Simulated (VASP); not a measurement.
# AlN (F-43m) in VASP: a series of runs

AlN is run at these levels: PBE; tasks: elastic constants.

Everything below comes from runs of VASP 6.6.1. Logs are shortened: lines on timing, memory, paths and dates and some standing lists are left out, and cuts for length are marked.

## 1. The cell of the first run

It takes space group F-43m (No. 216, cubic). The conventional cell has a = 4.328 Å, b = 4.328 Å, c = 4.328 Å, α = 90.00°, β = 90.00°, γ = 90.00°. Al (site symmetry -43m) has 4 N at 1.87 Å within 2.5 Å. Within 2.5 Å of N (site symmetry -43m) lie 4 Al at 1.87 Å.

## 2. Elastic constants, PBE

File INCAR:

```
SYSTEM = AlN
PREC = Accurate
ENCUT = 600
EDIFF = 1E-8
ISMEAR = 0
SIGMA = 0.01
LREAL = .False.
LASPH = .True.
NELM = 100
ALGO = Normal
ISIF = 3
LWAVE = .False.
LCHARG = .False.
GGA = PE
NBANDS = 11
IBRION = 6
NFREE = 2
POTIM = 0.015
NSW = 1
```

File KPOINTS:

```
Automatic mesh
0
Gamma
  10 10 10
  0 0 0
```

File POSCAR:

```
AlN
1.0
    0.0000000000      2.1640311976      2.1640311976
    2.1640311976      0.0000000000      2.1640311976
    2.1640311976      2.1640311976      0.0000000000
Al N
1 1
Direct
    0.0000000000      0.0000000000      0.0000000000
    0.7500000000      0.7500000000      0.7500000000
```

Potentials or basis: VASP PAW PBE potentials, release 64 (Al, N).

Launch:

```bash
cat potpaw_PBE.64/Al/POTCAR potpaw_PBE.64/N/POTCAR > POTCAR
mpirun -np 1 vasp_std > vasp.out
```

OUTCAR:

```text
SYSTEM = AlN
   PREC = Accurate
   ENCUT = 600
   EDIFF = 1E-8
   ISMEAR = 0
   LREAL = .False.
   LASPH = .True.
   NELM = 100
   ISIF = 3
   GGA = PE
   IBRION = 6
   NFREE = 2
   POTIM = 0.015
   NSW = 1

 ion  position               nearest neighbor table
   1  0.000  0.000  0.000-   2 1.87   2 1.87   2 1.87   2 1.87
   2  0.750  0.750  0.750-   1 1.87   1 1.87   1 1.87   1 1.87

  LATTYP: Found a face centered cubic cell.
 ALAT       =     4.3280623952

  Lattice vectors:

 A1 = (   0.0000000000,   2.1640311976,   2.1640311976)
 A2 = (   2.1640311976,   0.0000000000,   2.1640311976)
 A3 = (   2.1640311976,   2.1640311976,   0.0000000000)

Analysis of symmetry for initial positions (statically):
=====================================================================
 Subroutine PRICEL returns:
 Original cell was already a primitive cell.

 Routine SETGRP: Setting up the symmetry group for a
 face centered cubic supercell.

 Subroutine GETGRP returns: Found 24 space group operations
 (whereof 24 operations were pure point group operations)
 out of a pool of 48 trial point group operations.

The static configuration has the point symmetry T_d .

Analysis of symmetry for dynamics (positions and initial velocities):
=====================================================================
 Subroutine PRICEL returns:
 Original cell was already a primitive cell.

 Routine SETGRP: Setting up the symmetry group for a
 face centered cubic supercell.

 Subroutine GETGRP returns: Found 24 space group operations
 (whereof 24 operations were pure point group operations)
 out of a pool of 48 trial point group operations.

The dynamic configuration has the point symmetry T_d .

 Subroutine INISYM returns: Found 24 space group operations
 (whereof 24 operations are pure point group operations),
 and found     1 'primitive' translations

----------------------------------------------------------------------------------------

                                     Primitive cell

  volume of cell :      20.2685

  direct lattice vectors                    reciprocal lattice vectors
     0.000000000  2.164031198  2.164031198    -0.231050273  0.231050273  0.231050273
     2.164031198  0.000000000  2.164031198     0.231050273 -0.231050273  0.231050273
     2.164031198  2.164031198  0.000000000     0.231050273  0.231050273 -0.231050273

  length of vectors
     3.060402269  3.060402269  3.060402269     0.400190813  0.400190813  0.400190813

  position of ions in fractional coordinates (direct lattice)
     0.000000000  0.000000000  0.000000000
     0.750000000  0.750000000  0.750000000

  ion indices of the primitive-cell ions
   primitive index   ion index
                 1           1
                 2           2

----------------------------------------------------------------------------------------

 KPOINTS: Automatic mesh

Automatic generation of k-mesh.
 Grid dimensions read from file:
 generate k-points for:   10   10   10

 Generating k-lattice:

  Cartesian coordinates                     Fractional coordinates (reciprocal lattice)
    -0.023105027  0.023105027  0.023105027     0.100000000  0.000000000  0.000000000
     0.023105027 -0.023105027  0.023105027     0.000000000  0.100000000  0.000000000
     0.023105027  0.023105027 -0.023105027     0.000000000  0.000000000  0.100000000

  Length of vectors
     0.040019081  0.040019081  0.040019081

  Shift w.r.t. Gamma in fractional coordinates (k-lattice)
     0.000000000  0.000000000  0.000000000

 Subroutine IBZKPT returns following result:
 ===========================================

 Found     47 irreducible k-points:

 Following reciprocal coordinates:
            Coordinates               Weight
  0.000000  0.000000  0.000000      1.000000
  0.100000  0.000000  0.000000      8.000000
  0.200000  0.000000  0.000000      8.000000
  0.300000  0.000000  0.000000      8.000000
  0.400000  0.000000  0.000000      8.000000
  0.500000  0.000000  0.000000      4.000000
[... 16 lines left out ...]
  0.300000  0.300000  0.000000      6.000000
  0.400000  0.300000  0.000000     24.000000
 [... further k-points ...]
[... 33 lines left out ...]
   ISMEAR =     0;   SIGMA  =   0.01  broadening in eV -4-tet -1-fermi 0-gaus
   EFERMI_NEDOS =   21; number of points for ismear=-14 and -15
   IALGO  =     38    algorithm
   IMIX   =      4    mixing-type and parameters
     AMIX     =   0.40;   BMIX     =  1.00
     AMIX_MAG =   1.60;   BMIX_MAG =  1.00
  volume/ion in A,a.u.               =      10.13        68.39
  Fermi-wavevector in a.u.,A,eV,Ry     =   1.200875  2.269326 19.620988  1.442102
  Thomas-Fermi vector in A             =   2.336700
   LORBIT       =      0    0 simple, 1 ext, 2 COOP (PROOUT), +10 PAW based schemes
   GGA     = PE    functional components
   LHFCALC =     F    Hartree Fock is set to
   AEXX    =    0.0000 exact exchange contribution
   IVDW    =     0    specifies the selected vdW correction
   LEPSILON=     F    determine dielectric tensor
   LRPA    =     F    only Hartree local field effects (RPA)
 finite differences with symmetry
 non-spin polarized calculation
 Gauss-broadening in eV      SIGMA  =   0.01
  energy-cutoff  :      600.00
  volume of cell :       20.27
 maximum number of plane-waves:       692
   NGX = 13   NGY = 13   NGZ = 13

--------------------------------------- Ionic step        1  -------------------------------------------

 number of electron       7.9999999 magnetization

 Free energy of the ion-electron system (eV)
  ---------------------------------------------------
  ext. energy  EPLUGINS =         0.00000000
  ---------------------------------------------------
  free energy    TOTEN  =       -14.81475759 eV

  energy without entropy =      -14.81475759  energy(sigma->0) =      -14.81475759

------------------------ aborting loop because EDIFF is reached ----------------------------------------

  FORCE on cell =-STRESS in cart. coord.  units (eV):
  Direction    XX          YY          ZZ          XY          YZ          ZX
  --------------------------------------------------------------------------------------
  -------------------------------------------------------------------------------------
  Total        1.3450715      1.3450715      1.3450715      0.0000000     -0.0000000      0.0000000
  in kB      106.3250060    106.3250060    106.3250060      0.0000000     -0.0000000      0.0000000
  external PRESSURE =     106.3250060 kB  Pullay stress =       0.0000000 kB
[... 89 lines left out ...]
  FREE ENERGIE OF THE ION-ELECTRON SYSTEM (eV)
  ---------------------------------------------------
  free  energy   TOTEN  =       -14.7900345409 eV

  energy  without entropy=      -14.7900345409  energy(sigma->0) =      -14.79003454

[... ionic steps 4 to 14 ...]

--------------------------------------- Ionic step       15  -------------------------------------------

 number of electron       7.9999999 magnetization

------------------------ aborting loop because EDIFF is reached ----------------------------------------
[... 67 lines left out ...]
--------------------------------------- Ionic step       17  -------------------------------------------

 number of electron       7.9999999 magnetization

 Free energy of the ion-electron system (eV)
  ---------------------------------------------------
  ext. energy  EPLUGINS =         0.00000000
  ---------------------------------------------------
  free energy    TOTEN  =       -14.81296973 eV

  energy without entropy =      -14.81296973  energy(sigma->0) =      -14.81296973

 E-fermi :   6.3569     XC(G=0): -11.0546

 val. band max:        6.2724525598   @ k =   0.0000   0.0000   0.0000
 cond. band min:       9.5643105180   @ k =   0.5000   0.5000   0.0000
 fundamental gap:      3.2918579582
 Fermi energy:         6.3568654793

 k-point     1 :       0.0000    0.0000    0.0000
  band No.  band energies     occupation
      1      -8.9102      2.00000
      2       6.1923      2.00000
      3       6.2328      2.00000
      4       6.2725      2.00000
      5      10.6747      0.00000
      6      19.0638      0.00000
      7      19.0690      0.00000
      8      19.0735      0.00000
      9      24.1418      0.00000
     10      24.1435      0.00000
     11      25.5471      0.00000
[... 309 lines left out ...]
 k-point    24 :       0.4000    0.3000    0.0000
  band No.  band energies     occupation
      1      -6.8282      2.00000
      2       2.0344      2.00000
      3       4.4911      2.00000
      4       4.8073      2.00000
      5      11.2137      0.00000
      6      15.9471      0.00000
      7      18.8261      0.00000
      8      21.1193      0.00000
      9      21.6694      0.00000
     10      27.8834      0.00000
     11      30.2210      0.00000

 [... further k-points ...]
[... 5 lines left out ...]
  --------------------------------------------------------------------------------------
  -------------------------------------------------------------------------------------
  Total        1.3445848      1.3509973      1.3509973      0.0000000     -0.1627893      0.0000000
  in kB      106.2865309    106.7934216    106.7934216      0.0000000    -12.8681452      0.0000000
  external PRESSURE =     106.6244580 kB  Pullay stress =       0.0000000 kB
[... 17 lines left out ...]
  FREE ENERGIE OF THE ION-ELECTRON SYSTEM (eV)
  ---------------------------------------------------
  free  energy   TOTEN  =       -14.8129697332 eV

  energy  without entropy=      -14.8129697332  energy(sigma->0) =      -14.81296973

 INTERNAL STRAIN TENSORS FROM STRAINED CELLS
 ============================================

 INTERNAL STRAIN TENSOR FOR ION    1 for displacements in x,y,z  (eV/Angst):
          X           Y           Z          XY          YZ          ZX
  --------------------------------------------------------------------------------
  x    -0.00000     0.00000    -0.00000    -0.00000   -10.85875    -0.00000
  y     0.00000     0.00000    -0.00000     0.00000     0.00000   -10.85847
  z    -0.00000     0.00000    -0.00000   -10.85885     0.00000    -0.00000

 INTERNAL STRAIN TENSORS FROM DISPLACED ATOMS
 ============================================

 INTERNAL STRAIN TENSOR FOR ION    1 for displacements in x,y,z  (eV/Angst):
          X           Y           Z          XY          YZ          ZX
  --------------------------------------------------------------------------------
  x    -0.00000     0.00000     0.00000     0.00000   -10.85161     0.00000
  y     0.00000    -0.00000     0.00000     0.00000     0.00000   -10.85161
  z     0.00000     0.00000    -0.00000   -10.85161     0.00000     0.00000

 INTERNAL STRAIN TENSOR FOR ION    2 for displacements in x,y,z  (eV/Angst):
          X           Y           Z          XY          YZ          ZX
  --------------------------------------------------------------------------------
  x    -0.00000    -0.00000    -0.00000     0.00000    10.84990     0.00000
  y    -0.00000     0.00000    -0.00000     0.00000     0.00000    10.84990
  z    -0.00000    -0.00000    -0.00000    10.84990     0.00000     0.00000

 Eigenvectors and eigenvalues of the dynamical matrix
 ----------------------------------------------------

   1 f  =   20.527727 THz   128.979512 2PiTHz  684.731267 cm-1    84.895819 meV
             X         Y         Z           dx          dy          dz
      0.000000  0.000000  0.000000    -0.085240   -0.578266   -0.000000
      3.246047  3.246047  3.246047     0.118324    0.802709   -0.000000
[... 21 lines left out ...]
   6 f/i=    0.000427 THz     0.002683 2PiTHz    0.014246 cm-1     0.001766 meV
             X         Y         Z           dx          dy          dz
      0.000000  0.000000  0.000000    -0.047603    0.808585    0.047603
      3.246047  3.246047  3.246047    -0.034293    0.582499    0.034293

--------------------------------------------------------------------------------------------------------

 ELASTIC MODULI CONTR FROM IONIC RELAXATION (kBar)
 Direction    XX          YY          ZZ          XY          YZ          ZX
 --------------------------------------------------------------------------------
 XX          -0.0000     -0.0000     -0.0000      0.0000     -0.0000      0.0000
 YY          -0.0000     -0.0000     -0.0000      0.0000      0.0000     -0.0000
 ZZ          -0.0000     -0.0000     -0.0000      0.0000      0.0000      0.0000
 XY           0.0000      0.0000      0.0000   -585.5984      0.0000      0.0000
 YZ          -0.0000      0.0000      0.0000      0.0000   -585.5984      0.0000
 ZX           0.0000     -0.0000      0.0000      0.0000      0.0000   -585.5984
 --------------------------------------------------------------------------------

 TOTAL ELASTIC MODULI (kBar)
 Direction    XX          YY          ZZ          XY          YZ          ZX
 --------------------------------------------------------------------------------
 XX        3084.4337   1818.3109   1818.3109     -0.0000     -0.0000      0.0000
 YY        1818.3109   3084.4337   1818.3109      0.0000      0.0000      0.0000
 ZZ        1818.3109   1818.3109   3084.4337      0.0000      0.0000      0.0000
 XY          -0.0000      0.0000      0.0000   1889.6175      0.0000      0.0000
 YZ          -0.0000      0.0000      0.0000      0.0000   1889.6175      0.0000
 ZX           0.0000      0.0000      0.0000      0.0000      0.0000   1889.6175
 --------------------------------------------------------------------------------
```

It took 3.8 min on 1 thread of Intel Xeon Platinum 8375C at 2.90GHz (Ice Lake), shared host; peak memory 0.25 GiB.

Results:

- Elastic constants C11, C12, C44: 308, 182, 189 GPa
- Voigt bulk modulus: 224 GPa
- Highest phonon frequency at Γ, LO-TO splitting left out: 685 cm⁻¹

Phonon frequencies in cm⁻¹ (negative: imaginary):
| q point | frequencies |
| --- | --- |
| (0.000, 0.000, 0.000) | 0 0 0 685 685 685 |

Elastic tensor in Voigt notation (GPa, in the Cartesian axes of the cell as first typed):
```
308 182 182   0   0   0
182 308 182   0   0   0
182 182 308   0   0   0
  0   0   0 189   0   0
  0   0   0   0 189   0
  0   0   0   0   0 189
```

Clamped-ion elastic tensor (GPa):
```
308 182 182   0   0   0
182 308 182   0   0   0
182 182 308   0   0   0
  0   0   0 248   0   0
  0   0   0   0 248   0
  0   0   0   0   0 248
```

Caveat: the cell is under stress, which shifts elastic constants.

## 3. Elastic constants, PBE

This run uses another cell than the first one, of 10.41 Å³/atom, 1.027 times its volume.

File INCAR:

```
SYSTEM = AlN
ALGO     = Normal         ! electronic algorithm
EDIFF    = 1E-8           ! SCF threshold, eV
ENCUT    = 600            ! plane-wave cutoff, eV
GGA      = PE             ! functional
IBRION   = 6              ! ionic algorithm
ISIF     = 3              ! what is computed and relaxed
ISMEAR   = 0              ! smearing method
LASPH    = .TRUE.         ! aspherical terms in the spheres
LCHARG   = .TRUE.         ! write CHGCAR
LREAL    = .FALSE.        ! projectors in reciprocal space
LWAVE    = .FALSE.        ! write WAVECAR
NELM     = 100            ! most SCF steps
NFREE    = 2            
NSW      = 1              ! ionic steps
POTIM    = 0.015          ! step
PREC     = Accurate       ! precision mode
SIGMA    = 0.01           ! smearing width, eV
```

File KPOINTS:

```
k-points
0
G
  10 10 10
  0 0 0
```

File POSCAR:

```
AlN
1.0
    0.0000000000      2.1835316753      2.1835316753
    2.1835316753      0.0000000000      2.1835316753
    2.1835316753      2.1835316753      0.0000000000
Al N
1 1
Direct
    0.0000000000      0.0000000000      0.0000000000
    0.7500000000      0.7500000000      0.7500000000
```

Potentials or basis: VASP PAW PBE potentials, release 64 (Al, N).

Launch:

```bash
cat potpaw_PBE.64/Al/POTCAR potpaw_PBE.64/N/POTCAR > POTCAR
mpirun -np 1 vasp_std > vasp.out
```

Wall time 7.2 min (1 thread of Intel Xeon Platinum 8375C at 2.90GHz (Ice Lake), shared host); peak memory 0.27 GiB.

The run converged. Its results:

```
Elastic constants C11, C12, C44                         : 294, 164, 184 GPa
Voigt bulk modulus                                      : 207 GPa
Highest phonon frequency at Γ, LO-TO splitting left out : 659 cm⁻¹
```

Phonon frequencies in cm⁻¹ (negative: imaginary):
```csv
q point,frequencies
"(0.000, 0.000, 0.000)",0 0 0 659 659 659
```

Elastic tensor in Voigt notation (GPa, in the Cartesian axes of the cell as first typed):
```
294 164 164   0   0   0
164 294 164   0   0   0
164 164 294   0   0   0
  0   0   0 184   0   0
  0   0   0   0 184   0
  0   0   0   0   0 184
```

Clamped-ion elastic tensor (GPa):
```
294 164 164   0   0   0
164 294 164   0   0   0
164 164 294   0   0   0
  0   0   0 230   0   0
  0   0   0   0 230   0
  0   0   0   0   0 230
```

Caveat: the cell is under stress, which shifts elastic constants.
